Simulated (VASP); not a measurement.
# InPtCl3 (Pm-3m) in VASP: a series of runs, part 2 of 2

VASP 6.6.1. The steps go on from the part before.

## Step 3: Single point, PBE

This run uses another cell than the first one, of 24.77 Å³/atom.

The input, INCAR:

```
  ALGO = Normal
  EDIFF = 1E-7
  ENCUT = 520
  GGA = PE
  ISIF = 2
  ISMEAR = 0
  LASPH = T
  LCHARG = F
  LREAL = F
  LWAVE = F
  NBANDS = 30
  NELM = 80
  PREC = Accurate
  SIGMA = 0.1
```

The input, KPOINTS:

```
k-points
0
Gamma
  4 4 4
```

The input, POSCAR:

```
InPtCl3
1.0
    4.9842925009      0.0000000000      0.0000000000
    0.0000000000      4.9842925009      0.0000000000
    0.0000000000      0.0000000000      4.9842925009
In Pt Cl
1 1 3
Direct
    0.5000000000      0.5000000000      0.5000000000
    0.0000000000      0.0000000000      0.0000000000
    0.0000000000      0.0000000000      0.5000000000
    0.0000000000      0.5000000000      0.0000000000
    0.5000000000      0.0000000000      0.0000000000
```

Potentials or basis: VASP PAW PBE potentials, release 64 (In_d, Pt, Cl).

On the command line:

```sh
> cat potpaw_PBE.64/In_d/POTCAR potpaw_PBE.64/Pt/POTCAR potpaw_PBE.64/Cl/POTCAR > POTCAR
> mpirun -np 1 vasp_std > vasp.out
```

OUTCAR:

```text
EDIFF = 1E-7
   ENCUT = 520
   GGA = PE
   ISIF = 2
   ISMEAR = 0
   LASPH = T
   LREAL = F
   NELM = 80
   PREC = Accurate

 ion  position               nearest neighbor table
   1  0.500  0.500  0.500-
   2  0.000  0.000  0.000-   3 2.49   4 2.49   5 2.49   3 2.49   4 2.49   5 2.49
   3  0.000  0.000  0.500-   2 2.49   2 2.49
   4  0.000  0.500  0.000-   2 2.49   2 2.49
   5  0.500  0.000  0.000-   2 2.49   2 2.49
[... 516 lines left out ...]
  Direction    XX          YY          ZZ          XY          YZ          ZX
  --------------------------------------------------------------------------------------
  -------------------------------------------------------------------------------------
  Total       -0.0722775     -0.0722775     -0.0722775      0.0000000      0.0000000     -0.0000000
  in kB       -0.9351968     -0.9351968     -0.9351968      0.0000000      0.0000000     -0.0000000
  external PRESSURE =      -0.9351968 kB  Pullay stress =       0.0000000 kB

 VOLUME and BASIS-vectors are now :
 -----------------------------------------------------------------------------
  energy-cutoff  :      520.00
  volume of cell :      123.83
      direct lattice vectors                 reciprocal lattice vectors
     4.984292501  0.000000000  0.000000000     0.200630280  0.000000000  0.000000000
     0.000000000  4.984292501  0.000000000     0.000000000  0.200630280  0.000000000
     0.000000000  0.000000000  4.984292501     0.000000000  0.000000000  0.200630280

 POSITION                                       TOTAL-FORCE (eV/Angst)
 -----------------------------------------------------------------------------------
      2.49215      2.49215      2.49215         0.000000      0.000000      0.000000
      0.00000      0.00000      0.00000         0.000000      0.000000      0.000000
      0.00000      0.00000      2.49215         0.000000      0.000000      0.000000
      0.00000      2.49215      0.00000         0.000000      0.000000      0.000000
      2.49215      0.00000      0.00000         0.000000      0.000000      0.000000
 -----------------------------------------------------------------------------------
    total drift:                               -0.000000      0.000000     -0.000000

  FREE ENERGIE OF THE ION-ELECTRON SYSTEM (eV)
  ---------------------------------------------------
  free  energy   TOTEN  =       -16.3193869967 eV

  energy  without entropy=      -16.2875698246  energy(sigma->0) =      -16.30347841
```

OSZICAR:

```text
N       E                     dE             d eps       ncg     rms          rms(c)
DAV:   1     0.419164000355E+03    0.41916E+03   -0.19603E+04   600   0.148E+03
DAV:   2     0.410406491193E+02   -0.37812E+03   -0.35657E+03   670   0.383E+02
DAV:   3    -0.146292695273E+02   -0.55670E+02   -0.53301E+02   784   0.139E+02
DAV:   4    -0.171042758170E+02   -0.24750E+01   -0.24571E+01   680   0.307E+01
DAV:   5    -0.172053743826E+02   -0.10110E+00   -0.10100E+00   890   0.665E+00    0.146E+01
DAV:   6    -0.163579120217E+02    0.84746E+00   -0.27782E+00   696   0.105E+01    0.960E+00
DAV:   7    -0.163250343082E+02    0.32878E-01   -0.41013E-01   762   0.388E+00    0.457E+00
DAV:   8    -0.163185712825E+02    0.64630E-02   -0.49598E-02   754   0.118E+00    0.659E-01
DAV:   9    -0.163191355743E+02   -0.56429E-03   -0.67910E-03   770   0.519E-01    0.295E-01
DAV:  10    -0.163192590593E+02   -0.12348E-03   -0.54088E-04   754   0.180E-01    0.168E-01
DAV:  11    -0.163193703025E+02   -0.11124E-03   -0.16158E-04   710   0.763E-02    0.436E-02
DAV:  12    -0.163193850273E+02   -0.14725E-04   -0.21584E-05   780   0.273E-02    0.151E-02
DAV:  13    -0.163193866046E+02   -0.15773E-05   -0.27209E-06   762   0.115E-02    0.678E-03
DAV:  14    -0.163193870927E+02   -0.48815E-06   -0.10754E-06   682   0.531E-03    0.160E-03
DAV:  15    -0.163193869967E+02    0.96015E-07   -0.64923E-08   468   0.153E-03
   1 F= -.16319387E+02 E0= -.16303478E+02  d E =-.318172E-01
```

Wall time 58 s (1 thread of AMD EPYC 7R13, shared host); peak memory 0.22 GiB.

Results:

- Free energy: -16.3194 eV
- Pressure: -0.1 GPa
- Band gap on the k mesh: zero (bands 22 and 23 overlap by 4.22 eV)

Levels at points of the mesh, in eV from the Fermi level:
| k point | band 20 | band 21 | band 22 | band 23 | band 24 | band 25 |
| --- | --- | --- | --- | --- | --- | --- |
| (0.00, 0.00, 0.00) | -2.76 | -2.76 | -2.14 | -2.14 | 0.87 | 4.50 |
| (0.50, 0.00, 0.00) | -1.63 | -1.38 | -1.38 | -0.95 | 2.01 | 3.68 |
| (0.50, 0.50, 0.00) | -1.35 | -1.35 | -0.78 | 2.08 | 2.86 | 3.21 |
| (0.50, 0.50, 0.50) | -1.27 | -1.27 | 2.08 | 2.08 | 4.25 | 4.25 |

Caveat: spin-orbit coupling is left out, which moves the levels of the heavy elements.

## Step 4: Relaxation of cell and atoms, PBE

The input, INCAR:

```
SYSTEM = InPtCl3
PREC     = Accurate       ! precision mode
ENCUT    = 600            ! plane-wave cutoff, eV
EDIFF    = 1E-7           ! SCF threshold, eV
ISMEAR   = 0              ! smearing method
SIGMA    = 0.1            ! smearing width, eV
LREAL    = .FALSE.        ! projectors in reciprocal space
LASPH    = .TRUE.         ! aspherical terms in the spheres
NELM     = 100            ! most SCF steps
ALGO     = Normal         ! electronic algorithm
ISIF     = 3              ! what is computed and relaxed
LWAVE    = .FALSE.        ! write WAVECAR
LCHARG   = .FALSE.        ! write CHGCAR
GGA      = PE             ! functional
IBRION   = 2              ! ionic algorithm
NSW      = 90             ! ionic steps
EDIFFG   = -0.04          ! ionic threshold
```

The input, KPOINTS:

```
regular mesh
0
G
  4 4 4
  0 0 0
```

POSCAR: that of step 3 with these lines changed.

```diff
@@ -2,5 +2,5 @@
 1.0
-    4.9842925009      0.0000000000      0.0000000000
-    0.0000000000      4.9842925009      0.0000000000
-    0.0000000000      0.0000000000      4.9842925009
+    4.6944415900      0.0000000000      0.0000000000
+    0.0000000000      4.6944415900      0.0000000000
+    0.0000000000      0.0000000000      4.6944415900
 In Pt Cl
```

On the command line:

```sh
> cat potpaw_PBE.64/In_d/POTCAR potpaw_PBE.64/Pt/POTCAR potpaw_PBE.64/Cl/POTCAR > POTCAR
> mpirun -np 1 vasp_std > vasp.out
```

It took 2.2 min on 1 thread of AMD EPYC 7R13, shared host; peak memory 0.24 GiB.

The run converged. Its results:

- Free energy: -16.3143 eV
- Relaxed volume: 24.67 Å³/atom
- Relaxed cell: a = 4.978 Å, b = 4.978 Å, c = 4.978 Å, α = 90.00°, β = 90.00°, γ = 90.00°
- Space group after relaxing (to 0.1 Å): Pm-3m (No. 221)
- Energy gained by relaxing: 141.5 meV/atom
- Ionic steps: 3
- Pressure after relaxing: 0.1 GPa
- Band gap on the k mesh: zero (bands 22 and 23 overlap by 4.25 eV)

Step by step:
```tsv
step	energy change (eV)	largest force (eV/Å)	pressure (GPa)	volume (Å³)
1	0.0000	0.0000	13.41	103.46
2	-0.6385	0.0000	-2.60	131.61
3	-0.7076	0.0000	0.11	123.35
```

Final structure:
```xyz
5
Lattice="4.9779 0.0000 0.0000 0.0000 4.9779 0.0000 0.0000 0.0000 4.9779" Properties=species:S:1:pos:R:3 pbc="T T T"
In    2.4889    2.4889    2.4889
Pt    0.0000    0.0000    0.0000
Cl    0.0000    0.0000    2.4889
Cl    0.0000    2.4889    0.0000
Cl    2.4889    0.0000    0.0000
```

Levels at points of the mesh, in eV from the Fermi level:
```
           k point  band 20  band 21  band 22  band 23  band 24  band 25
(0.00, 0.00, 0.00)    -2.78    -2.78    -2.15    -2.15     0.87     4.51
(0.50, 0.00, 0.00)    -1.63    -1.39    -1.39    -0.96     1.99     3.68
(0.50, 0.50, 0.00)    -1.36    -1.36    -0.78     2.09     2.85     3.21
(0.50, 0.50, 0.50)    -1.28    -1.28     2.10     2.10     4.25     4.25
```

Caveat: the volume moved by over 15 % at a fixed basis, so the end points are rough; spin-orbit coupling is left out, which moves the levels of the heavy elements.

## Step 5: Overview

| task | cell | cutoff (eV) | gap on the mesh (eV) | pressure (GPa) |
| --- | --- | --- | --- | --- |
| single point | a = 4.694 Å, 5 atoms | 520 | none | 13.3 |
| single point | a = 4.984 Å, 5 atoms | 520 | none | -0.1 |
| relaxation of cell and atoms | relaxed from a = 4.694 Å, 5 atoms | 600 | none | 0.1 |

Alike in all rows: level PBE; potentials or basis VASP PAW PBE potentials, release 64 (In_d, Pt, Cl); no spin polarisation; k mesh 4 × 4 × 4; smearing gaussian 0.1 eV.

Caveats: spin-orbit coupling is left out, which moves the levels of the heavy elements; the cell stands under pressure (at least some runs); the volume moved by over 15 % at a fixed basis, so the end points are rough (at least some runs).

Total energies depend on the potentials used, so only differences within one code and one set of settings carry meaning.
